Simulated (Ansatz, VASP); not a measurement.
One calculation of LaGaF4, two programs

Contents of INCAR:

```
SYSTEM = LaGaF4
PREC = Accurate ; ENCUT = 520
EDIFF = 1E-6 ; ISMEAR = 0
SIGMA = 0.1 ; LREAL = .False.
LASPH = .True. ; NELM = 80
ALGO = Normal ; ISIF = 2
LWAVE = .False. ; LCHARG = .False.
GGA = PE ; NBANDS = 35
```

Contents of KPOINTS:

```
Automatic mesh
0
Gamma
  4 4 4
  0 0 0
```

The input POSCAR:

```
LaGaF4
1.0
    3.8182528200      0.0000000000      0.0000000000
    0.0000000000      3.8182528200      0.0000000000
    0.0000000000      0.0000000000      5.4948635600
La Ga F
1 1 4
Direct
    0.0000000000      0.0000000000      0.0000000000
    0.5000000000      0.5000000000      0.5000000000
    0.5000000000      0.0000000000      0.7327468400
    0.0000000000      0.5000000000      0.2672531600
    0.5000000000      0.0000000000      0.2672531600
    0.0000000000      0.5000000000      0.7327468400
```

Input for Ansatz:

```yaml
crystal:
  lattice:
    - [3.81825282, 0.0, 0.0]
    - [0.0, 3.81825282, 0.0]
    - [0.0, 0.0, 5.49486356]
  atoms:
    - { symbol: La, position: [0.0, 0.0, 0.0] }
    - { symbol: Ga, position: [0.5, 0.5, 0.5] }
    - { symbol: F, position: [0.5, 0.0, 0.73274684] }
    - { symbol: F, position: [0.0, 0.5, 0.26725316] }
    - { symbol: F, position: [0.5, 0.0, 0.26725316] }
    - { symbol: F, position: [0.0, 0.5, 0.73274684] }
basis:
  ecutwfc: 420
kpoints:
  mp_grid: { grid: [4, 4, 4] }
hamiltonian:
  xc: pbe
scf:
  occupations: { method: gaussian, width: 0.1 }
  lower_state_search: "off"
output:
  forces: true
  stress: true
  eigenvalues: true
```

Change from the starting cell: species swapped into the NaHoF4 type (P4/mmm, No. 123).

Alike in both runs: task single point; functional PBE; k mesh 4 × 4 × 4; occupations gaussian, width 0.1 eV; no spin polarisation.

```csv
,VASP,Ansatz
version,VASP 6.6.1,Ansatz 0.2.0
potentials or method,"VASP PAW PBE potentials, release 64 (La, Ga_d, F), cutoff 520 eV","scalar-relativistic, plane waves, PAW"
valence electrons in the cell,52,52
```

|  | VASP | Ansatz | Ansatz less VASP |
| --- | --- | --- | --- |
| gap on the k mesh at the Fermi level (eV) | 0.54 | 0.56 | +0.023 |
| least direct gap on the mesh (eV) | 0.75 | 0.77 | +0.019 |
| pressure (GPa) | 22.0 | 22.2 | +0.24 |
| traceless stress, the component that is largest in VASP (GPa) | -4.34 | -4.30 | +0.035 |
| rms of the force components (eV/Å) | 0.794 | 0.783 | -0.0103 |

Atom by atom the forces differ by 0.010 eV/Å (rms over components). The functional is the same, so the differences come from potentials, cutoffs and numerics.

Spin-orbit coupling is off throughout.
